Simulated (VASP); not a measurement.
Ta2SiO3: single point with PBE

Ta2SiO3:

```
Ta Si O
1.0
     2.43201    1.40412    4.77774
    -2.43201    1.40412    4.77774
     0.00000   -2.80825    4.77774
Ta Si O
2 1 3
Direct
  0.74567 0.74567 0.74567
  0.25433 0.25433 0.25433
  0.00000 0.00000 0.00000
  0.00000 0.50000 0.00000
  0.50000 0.00000 0.00000
  0.00000 0.00000 0.50000
```

The cell was built from a structure type or drawn by symmetry, and may not be a known phase.

```yaml
Program: VASP 6.6.1
Task: single point
Functional: PBE
Potentials_or_basis: VASP PAW PBE potentials, release 64 (Ta_pv, Si, O)
Cutoff: 520 eV
k_mesh: 6 × 6 × 6
Occupations: gaussian, width 0.1 eV
Spin: no spin polarisation
Dipole_correction: no
Further_INCAR_settings: ALGO = Normal; EDIFF = 1e-06; NBANDS = 31
```

| Item | Value |
| --- | --- |
| Pressure | 0.9 GPa |
| Largest force | 0.247 eV/Å |
| Band gap on the k mesh | zero (bands 22 and 23 overlap by 0.28 eV) |

Forces on the atoms (eV/Å):
```
Ta   0.000  0.000 -0.247
Ta   0.000  0.000  0.247
Si   0.000  0.000  0.000
O    0.000  0.000  0.000
O    0.000  0.000  0.000
O    0.000  0.000  0.000
```

Stress tensor (GPa, compression positive):
```
0.67 0.00 0.00
0.00 0.67 0.00
0.00 0.00 1.21
```

Levels at points of the mesh, in eV from the Fermi level:
```tsv
k point	band 19	band 20	band 21	band 22	band 23	band 24	band 25	band 26
(0.00, 0.00, 0.00)	-2.48	-0.58	-0.58	-0.24	-0.24	0.25	0.25	0.34
(0.50, 0.00, 0.00)	-3.00	-2.56	-0.86	-0.72	1.12	1.43	1.60	1.78
(0.50, 0.50, 0.00)	-3.30	-2.75	-2.59	-0.28	-0.16	0.88	1.13	1.24
(0.50, 0.50, 0.50)	-2.74	-2.74	-2.48	-1.97	1.43	1.43	1.47	1.68
```

Run time: 110 s on 1 thread of AMD EPYC 9R14 (Zen 4), with other jobs on the host, peak memory 0.26 GiB.

Caveat: spin-orbit coupling is left out, which moves the levels of the heavy elements.
